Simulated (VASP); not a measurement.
# MnSb4 (P4/mmm) in VASP: a series of runs, part 2 of 2

VASP 6.6.1.

## (5) Single point, PBE, collinear spin, ferromagnetic start

INCAR reads:

```
PREC = Accurate ; ENCUT = 520
EDIFF = 1E-6 ; ISMEAR = -1
SIGMA = 0.05 ; LREAL = F
LASPH = T ; NELM = 150
ALGO = Normal ; ISIF = 2
LWAVE = F ; LCHARG = F
ISPIN = 2 ; MAGMOM = 0 0 0 0 3
LORBIT = 11 ; NUPDOWN = 3.0
LMAXMIX = 4 ; GGA = PE
NBANDS = 28
```

KPOINTS reads:

```
regular mesh
0
Gamma
  7 7 2
```

POSCAR reads:

```
MnSb4
1.0
    3.0805000000      0.0000000000      0.0000000000
    0.0000000000      3.0805000000      0.0000000000
    0.0000000000      0.0000000000     14.9942030000
Sb Mn
4 1
Direct
    0.0000000000      0.0000000000      0.8196820000
    0.0000000000      0.0000000000      0.6005510000
    0.0000000000      0.0000000000      0.3994490000
    0.0000000000      0.0000000000      0.1803180000
    0.0000000000      0.0000000000      0.0000000000
```

Potentials or basis: VASP PAW PBE potentials, release 64 (Sb, Mn_pv).

Started as:

```bash
cat potpaw_PBE.64/Sb/POTCAR potpaw_PBE.64/Mn_pv/POTCAR > POTCAR
mpirun -np 1 vasp_std > vasp.out
```

OUTCAR:

```text
PREC = Accurate
   ENCUT = 520
   EDIFF = 1E-6
   ISMEAR = -1
   LREAL = F
   LASPH = T
   NELM = 150
   ISIF = 2
   ISPIN = 2
   LORBIT = 11
   NUPDOWN = 3.0
   GGA = PE

 ion  position               nearest neighbor table
   1  0.000  0.000  0.820-   5 2.70   2 3.29
   2  0.000  0.000  0.601-   3 3.02   1 3.29
   3  0.000  0.000  0.399-   2 3.02   4 3.29
   4  0.000  0.000  0.180-   5 2.70   3 3.29
   5  0.000  0.000  0.000-   1 2.70   4 2.70

  LATTYP: Found a simple tetragonal cell.
 ALAT       =     3.0805000000
 C/A-ratio  =     4.8674575556

  Lattice vectors:

 A1 = (   3.0805000000,   0.0000000000,   0.0000000000)
 A2 = (   0.0000000000,   3.0805000000,   0.0000000000)
 A3 = (   0.0000000000,   0.0000000000,  14.9942030000)

Analysis of symmetry for initial positions (statically):
=====================================================================
 Subroutine PRICEL returns:
[... 1442 lines left out ...]
  --------------------------------------------------------------------------------------
  -------------------------------------------------------------------------------------
  Total       -0.3101614     -0.3101614     -1.6237261      0.0000000      0.0000000     -0.0000000
  in kB       -3.4924684     -3.4924684    -18.2834246      0.0000000      0.0000000     -0.0000000
  external PRESSURE =      -8.4227871 kB  Pullay stress =       0.0000000 kB

 VOLUME and BASIS-vectors are now :
 -----------------------------------------------------------------------------
  energy-cutoff  :      520.00
  volume of cell :      142.29
      direct lattice vectors                 reciprocal lattice vectors
     3.080500000  0.000000000  0.000000000     0.324622626  0.000000000  0.000000000
     0.000000000  3.080500000  0.000000000     0.000000000  0.324622626  0.000000000
     0.000000000  0.000000000 14.994203000     0.000000000  0.000000000  0.066692441

 POSITION                                       TOTAL-FORCE (eV/Angst)
 -----------------------------------------------------------------------------------
      0.00000      0.00000     12.29048         0.000000      0.000000      0.172821
      0.00000      0.00000      9.00478         0.000000     -0.000000     -0.100107
      0.00000      0.00000      5.98942         0.000000     -0.000000      0.100107
      0.00000      0.00000      2.70372        -0.000000      0.000000     -0.172821
      0.00000      0.00000      0.00000        -0.000000      0.000000      0.000000
 -----------------------------------------------------------------------------------
    total drift:                                0.000000     -0.000000     -0.000000

  FREE ENERGIE OF THE ION-ELECTRON SYSTEM (eV)
  ---------------------------------------------------
  free  energy   TOTEN  =       -23.8504790590 eV

  energy  without entropy=      -23.8140529073  energy(sigma->0) =      -23.83226598

 total charge

# of ion       s       p       d       tot
------------------------------------------
    1        1.200   1.158   0.036   2.394
    2        1.218   1.118   0.037   2.373
    3        1.218   1.118   0.037   2.373
    4        1.200   1.158   0.036   2.394
    5        0.288   6.118   5.002  11.408
--------------------------------------------------
tot          5.124  10.671   5.147  20.942

 magnetization (x)

# of ion       s       p       d       tot
------------------------------------------
    1       -0.016  -0.095  -0.002  -0.113
    2       -0.009  -0.047  -0.003  -0.060
    3       -0.009  -0.047  -0.003  -0.060
    4       -0.016  -0.095  -0.002  -0.113
    5        0.011   0.005   3.510   3.526
--------------------------------------------------
tot         -0.039  -0.279   3.500   3.182
```

stdout:

```text
POSCAR found type information on POSCAR SbMn
 POSCAR found :  2 types and       5 ions
 scaLAPACK will be used
 LDA part: xc-table for (Slater+PW92), standard interpolation
 POSCAR, INCAR and KPOINTS ok, starting setup
 FFT: planning ... GRIDC
 FFT: planning ... GRID_SOFT
 FFT: planning ... GRID
 WAVECAR not read
 entering main loop
```

Wall time 99 s (1 thread of Intel Xeon 6975P-C (Granite Rapids), shared host); peak memory 0.35 GiB.

Results:

| Quantity | Value |
| --- | --- |
| Free energy | -23.8505 eV |
| Pressure | -0.8 GPa |
| Largest force | 0.173 eV/Å |
| Net moment | 3.00 μB per cell |
| Site moments | Sb -0.11, -0.06 (each value once); Mn +3.53 μB |
| Valence electrons inside the program's atomic spheres | Sb 2.39, 2.37 (each value once); Mn 11.41 |

Forces on the atoms (eV/Å):
```
Sb   0.000  0.000  0.173
Sb   0.000  0.000 -0.100
Sb   0.000  0.000  0.100
Sb   0.000  0.000 -0.173
Mn   0.000  0.000  0.000
```

Caveat: the total moment is fixed, so each spin has its own Fermi level and the state may be an excited one; a cell with one magnetic atom can't hold antiferromagnetic order, which such compounds often take.

## (6) Overview

```csv
spin,fixed moment (μB),pressure (GPa),moment (μB),largest force (eV/Å)
"collinear, zero start",0.0,-3.2,0.00,0.59
"collinear, ferromagnetic start",1.0,-2.0,1.00,0.46
"collinear, ferromagnetic start",2.0,-1.2,2.00,0.36
"collinear, ferromagnetic start",3.0,-0.8,3.00,0.17
```

Alike in all rows: task single point; level PBE; potentials or basis VASP PAW PBE potentials, release 64 (Sb, Mn_pv); cell as given; k mesh 7 × 7 × 2; cutoff (eV) 520; smearing fermi-dirac 0.05 eV.

Caveats: the total moment is fixed, so each spin has its own Fermi level and the state may be an excited one (at least some runs); a cell with one magnetic atom can't hold antiferromagnetic order, which such compounds often take (at least some runs); the cell stands under tension (at least some runs); the total moment is fixed, so each spin has its own Fermi level (at least some runs).

Total energies depend on the potentials used, so only differences within one code and one set of settings carry meaning.
